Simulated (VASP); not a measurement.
# BAs (F-43m) in VASP: a series of runs

The runs below take BAs through electric field gradients, with PBE.

Program: VASP 6.6.1. These are calculated values, not measurements. Logs are shortened: lines on timing, memory, paths and dates and some standing lists are left out, and cuts for length are marked.

**1. The cell of the first run**

The structure is cubic, space group F-43m (No. 216). Conventional cell: a = 4.745 Å, b = 4.745 Å, c = 4.745 Å, α = 90.00°, β = 90.00°, γ = 90.00°. Within 2.7 Å of B (site symmetry -43m) lie 4 As at 2.05 Å. Within 2.7 Å of As (site symmetry -43m) lie 4 B at 2.05 Å.

**2. Electric field gradients, PBE (volume scaled by 0.98)**

The input, INCAR:

```
SYSTEM = BAs
ALGO = Normal
EDIFF = 1E-8
ENCUT = 520
GGA = PE
ISIF = 2
ISMEAR = -1
LASPH = .TRUE.
LCHARG = .FALSE.
LEFG = .TRUE.
LREAL = .FALSE.
LWAVE = .FALSE.
NBANDS = 11
NELM = 60
PREC = Accurate
SIGMA = 0.03
```

The input, KPOINTS:

```
k-points
0
G
  15 15 15
  0 0 0
```

The input, POSCAR:

```
BAs
1.0
    0.0000000000      2.3724693156      2.3724693156
    2.3724693156      0.0000000000      2.3724693156
    2.3724693156      2.3724693156      0.0000000000
B As
1 1
Direct
    0.0000000000      0.0000000000      0.0000000000
    0.7500000000      0.7500000000      0.7500000000
```

Potentials or basis: VASP PAW PBE potentials, release 64 (B, As).

Command:

```
$ cat potpaw_PBE.64/B/POTCAR potpaw_PBE.64/As/POTCAR > POTCAR
$ mpirun -np 1 vasp_std > vasp.out
```

OUTCAR:

```text
SYSTEM = BAs
   EDIFF = 1E-8
   ENCUT = 520
   GGA = PE
   ISIF = 2
   ISMEAR = -1
   LASPH = .TRUE.
   LREAL = .FALSE.
   NELM = 60
   PREC = Accurate

 ion  position               nearest neighbor table
   1  0.000  0.000  0.000-   2 2.05   2 2.05   2 2.05   2 2.05
   2  0.750  0.750  0.750-   1 2.05   1 2.05   1 2.05   1 2.05

  LATTYP: Found a face centered cubic cell.
 ALAT       =     4.7449386312

  Lattice vectors:

 A1 = (   0.0000000000,   2.3724693156,   2.3724693156)
 A2 = (   2.3724693156,   0.0000000000,   2.3724693156)
 A3 = (   2.3724693156,   2.3724693156,   0.0000000000)

Analysis of symmetry for initial positions (statically):
=====================================================================
 Subroutine PRICEL returns:
 Original cell was already a primitive cell.

 Routine SETGRP: Setting up the symmetry group for a
 face centered cubic supercell.

 Subroutine GETGRP returns: Found 24 space group operations
 (whereof 24 operations were pure point group operations)
 out of a pool of 48 trial point group operations.

The static configuration has the point symmetry T_d .

Analysis of symmetry for dynamics (positions and initial velocities):
=====================================================================
 Subroutine PRICEL returns:
 Original cell was already a primitive cell.

 Routine SETGRP: Setting up the symmetry group for a
 face centered cubic supercell.

 Subroutine GETGRP returns: Found 24 space group operations
 (whereof 24 operations were pure point group operations)
 out of a pool of 48 trial point group operations.

The dynamic configuration has the point symmetry T_d .

 Subroutine INISYM returns: Found 24 space group operations
 (whereof 24 operations are pure point group operations),
 and found     1 'primitive' translations

----------------------------------------------------------------------------------------

                                     Primitive cell

  volume of cell :      26.7074

  direct lattice vectors                    reciprocal lattice vectors
     0.000000000  2.372469316  2.372469316    -0.210750882  0.210750882  0.210750882
     2.372469316  0.000000000  2.372469316     0.210750882 -0.210750882  0.210750882
     2.372469316  2.372469316  0.000000000     0.210750882  0.210750882 -0.210750882

  length of vectors
     3.355178282  3.355178282  3.355178282     0.365031235  0.365031235  0.365031235

  position of ions in fractional coordinates (direct lattice)
     0.000000000  0.000000000  0.000000000
     0.750000000  0.750000000  0.750000000

  ion indices of the primitive-cell ions
   primitive index   ion index
                 1           1
                 2           2

----------------------------------------------------------------------------------------

 KPOINTS: k-points

Automatic generation of k-mesh.
 Grid dimensions read from file:
 generate k-points for:   15   15   15

 Generating k-lattice:

  Cartesian coordinates                     Fractional coordinates (reciprocal lattice)
    -0.014050059  0.014050059  0.014050059     0.066666667  0.000000000  0.000000000
     0.014050059 -0.014050059  0.014050059     0.000000000  0.066666667  0.000000000
     0.014050059  0.014050059 -0.014050059     0.000000000  0.000000000  0.066666667

  Length of vectors
     0.024335416  0.024335416  0.024335416

  Shift w.r.t. Gamma in fractional coordinates (k-lattice)
     0.000000000  0.000000000  0.000000000

 Subroutine IBZKPT returns following result:
 ===========================================

 Found    120 irreducible k-points:

 Following reciprocal coordinates:
            Coordinates               Weight
  0.000000  0.000000  0.000000      1.000000
  0.066667  0.000000  0.000000      8.000000
  0.133333  0.000000  0.000000      8.000000
  0.200000  0.000000  0.000000      8.000000
  0.266667  0.000000  0.000000      8.000000
  0.333333  0.000000  0.000000      8.000000
[... 16 lines left out ...]
  0.133333  0.133333  0.000000      6.000000
  0.200000  0.133333  0.000000     24.000000
 [... further k-points ...]
   k-points           NKPTS =    120   k-points in BZ     NKDIM =    120   number of bands    NBANDS=     11
   number of dos      NEDOS =    301   number of ions     NIONS =      2
   total plane-waves  NPLWV =  21952
   dimension x,y,z NGX =    28 NGY =   28 NGZ =   28
   dimension x,y,z NGXF=    56 NGYF=   56 NGZF=   56
   ions per type =               1   1
   NGX,Y,Z   is equivalent  to a cutoff of  13.87, 13.87, 13.87 a.u.
   NGXF,Y,Z  is equivalent  to a cutoff of  27.75, 27.75, 27.75 a.u.
 SYSTEM =  BAs
   PREC   = accura    normal or accurate (medium, high low for compatibility)
   ISTART =      0    job   : 0-new  1-cont  2-samecut
   ICHARG =      2    charge: 1-file 2-atom 10-const
   ISPIN  =      1    spin polarized calculation?
   LNONCOLLINEAR =      F non collinear calculations
   LSORBIT =      F    spin-orbit coupling
   LASPH  =      T    aspherical Exc in radial PAW
   ENCUT  =  520.0 eV  38.22 Ry    6.18 a.u.   6.24  6.24  6.24*2*pi/ulx,y,z
   NELM   =     60;   NELMIN=  2; NELMDL= -5     # of ELM steps
   EDIFF  = 0.1E-07   stopping-criterion for ELM
   LREAL  =      F    real-space projection
   EDIFFG = 0.1E-06   stopping-criterion for IOM
   NSW    =      0    number of steps for IOM
   IBRION =     -1    ionic relax: 0-MD 1-quasi-New 2-CG
   NFREE  =      0    steps in history (QN), initial steepest desc. (CG)
   ISIF   =      2    stress and relaxation
   ISYM   =      2    0-nonsym 1-usesym 2-fastsym
   POTIM  = 0.5000    time-step for ionic-motion
   TEBEG  =    0.0;   TEEND  =   0.0 temperature during run
   PSTRESS=    0.0 pullay stress
   NELECT =       8.0000    total number of electrons
   NUPDOWN=      -1.0000    fix difference up-down
   EMIN   =  10.00;   EMAX   =-10.00  energy-range for DOS
   EFERMI =   0.00;   METHOD = LEGACY
   ISMEAR =    -1;   SIGMA  =   0.03  broadening in eV -4-tet -1-fermi 0-gaus
   EFERMI_NEDOS =   21; number of points for ismear=-14 and -15
   IALGO  =     38    algorithm
   IMIX   =      4    mixing-type and parameters
     AMIX     =   0.40;   BMIX     =  1.00
     AMIX_MAG =   1.60;   BMIX_MAG =  1.00
  volume/ion in A,a.u.               =      13.35        90.12
  Fermi-wavevector in a.u.,A,eV,Ry     =   1.095370  2.069949 16.324756  1.199836
  Thomas-Fermi vector in A             =   2.231692
   LORBIT       =      0    0 simple, 1 ext, 2 COOP (PROOUT), +10 PAW based schemes
   GGA     = PE    functional components
   LHFCALC =     F    Hartree Fock is set to
   AEXX    =    0.0000 exact exchange contribution
   IVDW    =     0    specifies the selected vdW correction
   LEPSILON=     F    determine dielectric tensor
   LRPA    =     F    only Hartree local field effects (RPA)
 non-spin polarized calculation
  energy-cutoff  :      520.00
  volume of cell :       26.71
 maximum number of plane-waves:       745
 NGX is ok and might be reduce to    28
   NGX = 13   NGY = 13   NGZ = 13

 number of electron       8.0000000 magnetization

 Free energy of the ion-electron system (eV)
  ---------------------------------------------------
  ext. energy  EPLUGINS =         0.00000000
  ---------------------------------------------------
  free energy    TOTEN  =       -11.38986494 eV

  energy without entropy =      -11.38986494  energy(sigma->0) =      -11.38986494

 E-fermi :   6.8865     XC(G=0): -10.6721

 val. band max:        6.3508857842   @ k =   0.0000   0.0000   0.0000
 cond. band min:       7.5054687508   @ k =   0.4000   0.4000   0.0000
 fundamental gap:      1.1545829666
 Fermi energy:         6.8864678337

 k-point     1 :       0.0000    0.0000    0.0000
  band No.  band energies     occupation
      1      -9.2364      2.00000
      2       6.3509      2.00000
      3       6.3509      2.00000
      4       6.3509      2.00000
      5       9.6531      0.00000
      6       9.6531      0.00000
      7       9.6531      0.00000
      8      11.2963      0.00000
      9      16.0334      0.00000
     10      19.3837      0.00000
     11      19.3837      0.00000

 k-point     2 :       0.0667    0.0000    0.0000
  band No.  band energies     occupation
      1      -9.1619      2.00000
      2       5.6345      2.00000
      3       6.2019      2.00000
      4       6.2019      2.00000
      5       9.8066      0.00000
      6       9.8485      0.00000
      7       9.8485      0.00000
      8      11.6813      0.00000
      9      16.3423      0.00000
     10      18.7149      0.00000
     11      18.7149      0.00000
[... 295 lines left out ...]
 k-point    24 :       0.2000    0.1333    0.0000
  band No.  band energies     occupation
      1      -8.5714      2.00000
      2       3.5106      2.00000
      3       4.6177      2.00000
      4       4.8540      2.00000
      5       8.8699      0.00000
      6      11.5644      0.00000
      7      12.0144      0.00000
      8      12.5804      0.00000
      9      16.2629      0.00000
     10      18.3686      0.00000
     11      19.6269      0.00000

 [... further k-points ...]
[... 5 lines left out ...]
  --------------------------------------------------------------------------------------
  -------------------------------------------------------------------------------------
  Total        1.0840708      1.0840708      1.0840708     -0.0000000      0.0000000      0.0000000
  in kB       65.0333954     65.0333954     65.0333954     -0.0000000      0.0000000      0.0000000
  external PRESSURE =      65.0333954 kB  Pullay stress =       0.0000000 kB

 VOLUME and BASIS-vectors are now :
 -----------------------------------------------------------------------------
  energy-cutoff  :      520.00
  volume of cell :       26.71
      direct lattice vectors                 reciprocal lattice vectors
     0.000000000  2.372469316  2.372469316    -0.210750882  0.210750882  0.210750882
     2.372469316  0.000000000  2.372469316     0.210750882 -0.210750882  0.210750882
     2.372469316  2.372469316  0.000000000     0.210750882  0.210750882 -0.210750882

 POSITION                                       TOTAL-FORCE (eV/Angst)
 -----------------------------------------------------------------------------------
      0.00000      0.00000      0.00000         0.000000      0.000000      0.000000
      3.55870      3.55870      3.55870        -0.000000     -0.000000     -0.000000
 -----------------------------------------------------------------------------------
    total drift:                                0.000000      0.000000      0.000000

  FREE ENERGIE OF THE ION-ELECTRON SYSTEM (eV)
  ---------------------------------------------------
  free  energy   TOTEN  =       -11.3898649436 eV

  energy  without entropy=      -11.3898649436  energy(sigma->0) =      -11.38986494

 Electric field gradients (V/A^2)
---------------------------------------------------------------------
 ion       V_xx      V_yy      V_zz      V_xy      V_xz      V_yz
---------------------------------------------------------------------
   1       0.000     0.000    -0.000    -0.000    -0.000    -0.000
   2      -0.000     0.000    -0.000     0.000     0.000     0.000
---------------------------------------------------------------------

 Electric field gradients after diagonalization (V/A^2)
 (convention: |V_zz| > |V_xx| > |V_yy|)
----------------------------------------------------------------------
 ion       V_xx      V_yy      V_zz     asymmetry (V_yy - V_xx)/ V_zz
----------------------------------------------------------------------
   1       0.000     0.000    -0.000       0.000
   2      -0.000    -0.000     0.000       0.000
----------------------------------------------------------------------

           NMR quadrupolar parameters

 Cq : quadrupolar parameter    Cq=e*Q*V_zz/h
 eta: asymmetry parameters     (V_yy - V_xx)/ V_zz
 Q  : nuclear electric quadrupole moment in mb (millibarn)
----------------------------------------------------------------------
 ion       Cq(MHz)       eta       Q (mb)
----------------------------------------------------------------------
   1      -0.000       0.000       1.000
   2       0.000       0.000       1.000
----------------------------------------------------------------------
```

Wall time 29 s (1 thread of AMD EPYC 9R45 (Zen 5), shared host); peak memory 0.15 GiB.

What came out:

* Free energy: -11.3899 eV
* Pressure: 6.5 GPa
* Band gap on the k mesh: 1.15 eV, indirect (least direct gap 3.30 eV)

Caveat: without QUAD_EFG the Cq values of the log hold for a quadrupole moment of 1 mb, not for the nuclei. A k mesh can miss the band edges.

[end of part 1 of 2]
